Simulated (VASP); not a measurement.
# Bi (Pm-3m) in VASP: a series of runs

Runs on Bi. Level: PBEsol. Tasks: relaxation of cell and atoms.

All numbers are computed with VASP 6.6.1; they aren't measurements. Logs are shortened: lines on timing, memory, paths and dates and some standing lists are left out, and cuts for length are marked.

## Step 1: The cell of the first run

The structure is cubic, space group Pm-3m (No. 221). The conventional cell has a = 3.380 Å, b = 3.380 Å, c = 3.380 Å, α = 90.00°, β = 90.00°, γ = 90.00°. Within 4.4 Å of Bi (site symmetry m-3m) lie 6 Bi at 3.38 Å.

## Step 2: Relaxation of cell and atoms, PBEsol, target pressure 10 GPa, at which the enthalpy is minimised

INCAR reads:

```
SYSTEM = Bi
PREC = Accurate ; ENCUT = 500
EDIFF = 1E-7 ; ISMEAR = 0
SIGMA = 0.05 ; LREAL = .False.
LASPH = .True. ; NELM = 120
ALGO = Normal ; ISIF = 3
LWAVE = .False. ; LCHARG = .False.
GGA = PS ; IBRION = 2
NSW = 60 ; EDIFFG = -0.01
PSTRESS = 100.0 ; GGA_COMPAT = .False.
NELMIN = 4
```

KPOINTS reads:

```
Automatic mesh
0
Gamma
  7 7 7
  0 0 0
```

POSCAR reads:

```
Bi
1.0
    3.3800000000      0.0000000000      0.0000000000
    0.0000000000      3.3800000000      0.0000000000
    0.0000000000      0.0000000000      3.3800000000
Bi
1
Direct
    0.0000000000      0.0000000000      0.0000000000
```

Potentials or basis: VASP PAW PBE potentials, release 64 (Bi_d).

Started as:

```console
$ cat potpaw_PBE.64/Bi_d/POTCAR > POTCAR
$ mpirun -np 1 vasp_std > vasp.out
```

OUTCAR:

```text
SYSTEM = Bi
   PREC = Accurate
   ENCUT = 500
   EDIFF = 1E-7
   ISMEAR = 0
   LREAL = .False.
   LASPH = .True.
   NELM = 120
   ISIF = 3
   GGA = PS
   IBRION = 2
   NSW = 60
   EDIFFG = -0.01
   PSTRESS = 100.0
   NELMIN = 4

 ion  position               nearest neighbor table
   1  0.000  0.000  0.000-

  LATTYP: Found a simple cubic cell.
 ALAT       =     3.3800000000

  Lattice vectors:

 A1 = (   3.3800000000,   0.0000000000,   0.0000000000)
 A2 = (   0.0000000000,   3.3800000000,   0.0000000000)
 A3 = (   0.0000000000,   0.0000000000,   3.3800000000)

Analysis of symmetry for initial positions (statically):
=====================================================================
 Subroutine PRICEL returns:
 Original cell was already a primitive cell.

 Routine SETGRP: Setting up the symmetry group for a
 simple cubic supercell.

 Subroutine GETGRP returns: Found 48 space group operations
 (whereof 48 operations were pure point group operations)
 out of a pool of 48 trial point group operations.

The static configuration has the point symmetry O_h .

Analysis of symmetry for dynamics (positions and initial velocities):
=====================================================================
 Subroutine PRICEL returns:
 Original cell was already a primitive cell.

 Routine SETGRP: Setting up the symmetry group for a
 simple cubic supercell.

 Subroutine GETGRP returns: Found 48 space group operations
 (whereof 48 operations were pure point group operations)
 out of a pool of 48 trial point group operations.

The dynamic configuration has the point symmetry O_h .

 Subroutine INISYM returns: Found 48 space group operations
 (whereof 48 operations are pure point group operations),
 and found     1 'primitive' translations

----------------------------------------------------------------------------------------

                                     Primitive cell

  volume of cell :      38.6145

  direct lattice vectors                    reciprocal lattice vectors
     3.380000000  0.000000000  0.000000000     0.295857988  0.000000000  0.000000000
     0.000000000  3.380000000  0.000000000     0.000000000  0.295857988  0.000000000
     0.000000000  0.000000000  3.380000000     0.000000000  0.000000000  0.295857988

  length of vectors
     3.380000000  3.380000000  3.380000000     0.295857988  0.295857988  0.295857988

  position of ions in fractional coordinates (direct lattice)
     0.000000000  0.000000000  0.000000000

  ion indices of the primitive-cell ions
   primitive index   ion index
                 1           1

----------------------------------------------------------------------------------------

 KPOINTS: Automatic mesh

Automatic generation of k-mesh.
 Grid dimensions read from file:
 generate k-points for:    7    7    7

 Generating k-lattice:

  Cartesian coordinates                     Fractional coordinates (reciprocal lattice)
     0.042265427  0.000000000  0.000000000     0.142857143  0.000000000  0.000000000
     0.000000000  0.042265427  0.000000000     0.000000000  0.142857143  0.000000000
     0.000000000  0.000000000  0.042265427     0.000000000  0.000000000  0.142857143

  Length of vectors
     0.042265427  0.042265427  0.042265427

  Shift w.r.t. Gamma in fractional coordinates (k-lattice)
     0.000000000  0.000000000  0.000000000

 Subroutine IBZKPT returns following result:
 ===========================================

 Found     20 irreducible k-points:

 Following reciprocal coordinates:
            Coordinates               Weight
  0.000000  0.000000  0.000000      1.000000
  0.142857  0.000000  0.000000      6.000000
  0.285714  0.000000  0.000000      6.000000
  0.428571  0.000000  0.000000      6.000000
  0.142857  0.142857  0.000000     12.000000
  0.285714  0.142857  0.000000     24.000000
[... 12 lines left out ...]
  0.428571  0.428571  0.285714     24.000000
  0.428571  0.428571  0.428571      8.000000
   k-points           NKPTS =     20   k-points in BZ     NKDIM =     20   number of bands    NBANDS=     11
   number of dos      NEDOS =    301   number of ions     NIONS =      1
   total plane-waves  NPLWV =  21952
   dimension x,y,z NGX =    28 NGY =   28 NGZ =   28
   dimension x,y,z NGXF=    56 NGYF=   56 NGZF=   56
   ions per type =               1
   NGX,Y,Z   is equivalent  to a cutoff of  13.77, 13.77, 13.77 a.u.
   NGXF,Y,Z  is equivalent  to a cutoff of  27.54, 27.54, 27.54 a.u.
 SYSTEM =  Bi
   PREC   = accura    normal or accurate (medium, high low for compatibility)
   ISTART =      0    job   : 0-new  1-cont  2-samecut
   ICHARG =      2    charge: 1-file 2-atom 10-const
   ISPIN  =      1    spin polarized calculation?
   LNONCOLLINEAR =      F non collinear calculations
   LSORBIT =      F    spin-orbit coupling
   LASPH  =      T    aspherical Exc in radial PAW
   ENCUT  =  500.0 eV  36.75 Ry    6.06 a.u.   6.16  6.16  6.16*2*pi/ulx,y,z
   NELM   =    120;   NELMIN=  4; NELMDL= -5     # of ELM steps
   EDIFF  = 0.1E-06   stopping-criterion for ELM
   LREAL  =      F    real-space projection
   EDIFFG = -.1E-01   stopping-criterion for IOM
   NSW    =     60    number of steps for IOM
   IBRION =      2    ionic relax: 0-MD 1-quasi-New 2-CG
   NFREE  =      1    steps in history (QN), initial steepest desc. (CG)
   ISIF   =      3    stress and relaxation
   ISYM   =      2    0-nonsym 1-usesym 2-fastsym
   POTIM  = 0.5000    time-step for ionic-motion
   TEBEG  =    0.0;   TEEND  =   0.0 temperature during run
   PSTRESS=  100.0 pullay stress
   NELECT =      15.0000    total number of electrons
   NUPDOWN=      -1.0000    fix difference up-down
   EMIN   =  10.00;   EMAX   =-10.00  energy-range for DOS
   EFERMI =   0.00;   METHOD = LEGACY
   ISMEAR =     0;   SIGMA  =   0.05  broadening in eV -4-tet -1-fermi 0-gaus
   EFERMI_NEDOS =   21; number of points for ismear=-14 and -15
   IALGO  =     38    algorithm
   IMIX   =      4    mixing-type and parameters
     AMIX     =   0.40;   BMIX     =  1.00
     AMIX_MAG =   1.60;   BMIX_MAG =  1.00
  volume/ion in A,a.u.               =      38.61       260.58
  Fermi-wavevector in a.u.,A,eV,Ry     =   1.194507  2.257290 19.413418  1.426846
  Thomas-Fermi vector in A             =   2.330495
   LORBIT       =      0    0 simple, 1 ext, 2 COOP (PROOUT), +10 PAW based schemes
   GGA     = PS    functional components
   LHFCALC =     F    Hartree Fock is set to
   AEXX    =    0.0000 exact exchange contribution
   IVDW    =     0    specifies the selected vdW correction
   LEPSILON=     F    determine dielectric tensor
   LRPA    =     F    only Hartree local field effects (RPA)
 conjugate gradient relaxation of ions
 non-spin polarized calculation
 Gauss-broadening in eV      SIGMA  =   0.05
  energy-cutoff  :      500.00
  volume of cell :       38.61
 maximum number of plane-waves:       992
 NGX is ok and might be reduce to    28
   NGX = 13   NGY = 13   NGZ = 13

--------------------------------------- Ionic step        1  -------------------------------------------

 number of electron      15.0000002 magnetization

 Free energy of the ion-electron system (eV)
  ---------------------------------------------------
  ext. energy  EPLUGINS =         0.00000000
  ---------------------------------------------------
  free energy    TOTEN  =        -4.20241845 eV

  energy without entropy =       -4.20171245  energy(sigma->0) =       -4.20206545

 E-fermi :   4.7612     XC(G=0):  -9.3205

 val. band max:        4.7029957916   @ k =   0.2857   0.2857   0.2857
 cond. band min:       5.2555806721   @ k =   0.4286   0.2857   0.2857
 fundamental gap:      0.5525848806
 Fermi energy:         4.7611589128

 k-point     1 :       0.0000    0.0000    0.0000
  band No.  band energies     occupation
      1     -17.6076      2.00000
      2     -17.6076      2.00000
      3     -17.3883      2.00000
      4     -17.3883      2.00000
      5     -17.3883      2.00000
      6      -7.2964      2.00000
      7       7.9793      0.00000
      8       7.9793      0.00000
      9       7.9793      0.00000
     10      10.7721      0.00000
     11      12.6439      0.00000
[... 690 lines left out ...]
  FREE ENERGIE OF THE ION-ELECTRON SYSTEM (eV)
  ---------------------------------------------------
  free  energy   TOTEN  =        -4.2113502519 eV

  energy  without entropy=       -4.2106355445  energy(sigma->0) =       -4.21099290

  enthalpy is  TOTEN    =        -2.3788264127 eV   P V=        1.8325238392

--------------------------------------- Ionic step        5  -------------------------------------------

 number of electron      14.9999996 magnetization

 Free energy of the ion-electron system (eV)
  ---------------------------------------------------
  ext. energy  EPLUGINS =         0.00000000
  ---------------------------------------------------
  free energy    TOTEN  =        -4.19836262 eV

  energy without entropy =       -4.19764893  energy(sigma->0) =       -4.19800577

 E-fermi :   8.0746     XC(G=0): -10.6281

 val. band max:        8.0107767142   @ k =   0.2857   0.2857   0.2857
 cond. band min:       8.7276322564   @ k =   0.4286   0.2857   0.2857
 fundamental gap:      0.7168555422
 Fermi energy:         8.0745623768

 k-point     1 :       0.0000    0.0000    0.0000
  band No.  band energies     occupation
      1     -14.7091      2.00000
      2     -14.7091      2.00000
      3     -14.1587      2.00000
      4     -14.1587      2.00000
      5     -14.1587      2.00000
      6      -5.8431      2.00000
      7      12.0461      0.00000
      8      12.0461      0.00000
      9      12.0461      0.00000
     10      15.6703      0.00000
     11      16.8603      0.00000
[... 286 lines left out ...]
 POSITION                                       TOTAL-FORCE (eV/Angst)
 -----------------------------------------------------------------------------------
      0.00000      0.00000      0.00000         0.000000     -0.000000      0.000000
 -----------------------------------------------------------------------------------
    total drift:                               -0.000000     -0.000000     -0.000000

  FREE ENERGIE OF THE ION-ELECTRON SYSTEM (eV)
  ---------------------------------------------------
  free  energy   TOTEN  =        -4.1983626204 eV

  energy  without entropy=       -4.1976489277  energy(sigma->0) =       -4.19800577

  enthalpy is  TOTEN    =        -2.3792966087 eV   P V=        1.8190660116

 reached required accuracy - stopping structural energy minimisation
```

It took 40 s on 1 thread of Intel Xeon Platinum 8259CL at 2.50GHz (Skylake/Cascade Lake), shared host; peak memory 0.16 GiB.

What came out:

- Free energy: -4.1984 eV
- Relaxed volume: 29.14 Å³/atom
- Relaxed cell: a = 3.077 Å, b = 3.077 Å, c = 3.077 Å, α = 90.00°, β = 90.00°, γ = 90.00°
- Space group after relaxing (to 0.05 Å): Pm-3m (No. 221)
- Energy change on relaxing (the enthalpy is what falls): +4.1 meV/atom
- Ionic steps: 5
- Pressure after relaxing: 10.0 GPa

Step by step:
```
step  energy change (eV)  largest force (eV/Å)  pressure (GPa)  volume (Å³)
   1              0.0000                0.0000           -5.73        38.61
   2              1.7127                0.0000           73.69        21.07
   3             -0.0310                0.0000            8.01        29.77
   4             -0.0089                0.0000            9.29        29.36
   5              0.0041                0.0000           10.01        29.14
```

Final structure:
```cif
data_structure
_symmetry_space_group_name_H-M 'P 1'
_symmetry_Int_Tables_number 1
_cell_length_a 3.0774
_cell_length_b 3.0774
_cell_length_c 3.0774
_cell_angle_alpha 90.000
_cell_angle_beta 90.000
_cell_angle_gamma 90.000
_cell_volume 29.14
loop_
_atom_site_label
_atom_site_type_symbol
_atom_site_fract_x
_atom_site_fract_y
_atom_site_fract_z
_atom_site_occupancy
Bi1 Bi 0.00000 0.00000 0.00000 1
```

Caveat: the cell is relaxed towards a set pressure, so the enthalpy falls and the energy may rise; the volume moved by over 15 % at a fixed basis, so the end points are rough; the PAW data sets were made with another functional, which shifts forces and pressure a little; spin-orbit coupling is left out, which moves the levels of the heavy elements.

[end of part 1 of 2]
